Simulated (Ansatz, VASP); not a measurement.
Ag: VASP beside Ansatz

The input POSCAR:

```
Ag
1.0
    2.9923652739      0.0000000000      0.0000000000
   -1.4961826370      2.5914643446      0.0000000000
    0.0000000000      0.0000000000      9.6089995195
Ag
4
Direct
    0.3333333333      0.6666666667      0.2500000000
    0.6666666667      0.3333333333      0.7500000000
    0.0000000000      0.0000000000      0.0000000000
    0.0000000000      0.0000000000      0.5000000000
```

Contents of INCAR.step1:

```
SYSTEM = Ag
ALGO = Normal ; EDIFF = 1E-4
ENCUT = 520 ; GGA = PE
ISMEAR = 0 ; LASPH = .True.
LCHARG = .False. ; LREAL = .False.
LWAVE = .True. ; NBANDS = 30
NELM = 100 ; PREC = Accurate
SIGMA = 0.15
```

The input INCAR.step2:

```
SYSTEM = Ag
ALGO = Normal ; EDIFF = 1E-6
ENCUT = 520 ; ISIF = 2
ISMEAR = 0 ; ISTART = 1
LASPH = .True. ; LCHARG = .False.
LMIXTAU = .True. ; LREAL = .False.
LWAVE = .False. ; METAGGA = R2SCAN
NBANDS = 30 ; NELM = 100
PREC = Accurate ; SIGMA = 0.15
```

Contents of KPOINTS:

```
k-points
0
Gamma
  18 18 6
  0 0 0
```

Input for Ansatz:

```yaml
crystal:
  lattice:
    - [2.9923652739, 0.0, 0.0]
    - [-1.496182637, 2.5914643446, 0.0]
    - [0.0, 0.0, 9.6089995195]
  atoms:
    - { symbol: Ag, position: [0.3333333333, 0.6666666667, 0.25] }
    - { symbol: Ag, position: [0.6666666667, 0.3333333333, 0.75] }
    - { symbol: Ag, position: [0.0, 0.0, 0.0] }
    - { symbol: Ag, position: [0.0, 0.0, 0.5] }
basis:
  ecutwfc: 500
kpoints:
  mp_grid: { grid: [18, 18, 6] }
hamiltonian:
  xc: r2scan
scf:
  occupations: { method: gaussian, width: 0.15 }
output:
  forces: true
  stress: true
  eigenvalues: true
```

Change from the starting cell: strain +0.030 along x and y, +0.015 along z, atoms carried along.

Alike in both runs: task single point; functional r2SCAN; k mesh 18 × 18 × 6; occupations gaussian, width 0.15 eV; no spin polarisation.

|  | VASP | Ansatz |
| --- | --- | --- |
| version | VASP 6.6.1 | Ansatz 0.2.0 |
| potentials or method | VASP PAW PBE potentials, release 64 (Ag), cutoff 520 eV | scalar-relativistic, plane waves, PAW |
| valence electrons in the cell | 44 | 76 |

```csv
,VASP,Ansatz,Ansatz less VASP
gap on the k mesh at the Fermi level (eV),none,none,-
pressure (GPa),-6.1,-6.1,-0.03
"traceless stress, the component that is largest in VASP (GPa)",0.78,0.78,-0.005
```

VASP's potentials were made for PBE, not for r2SCAN. A gap of «none» marks a metal or a gap that the smearing closes. The functional is the same, so the differences come from potentials, cutoffs and numerics. VASP's potentials hold 44 valence electrons a cell and Ansatz's 76, so a difference there can come from the potentials and not from the codes.
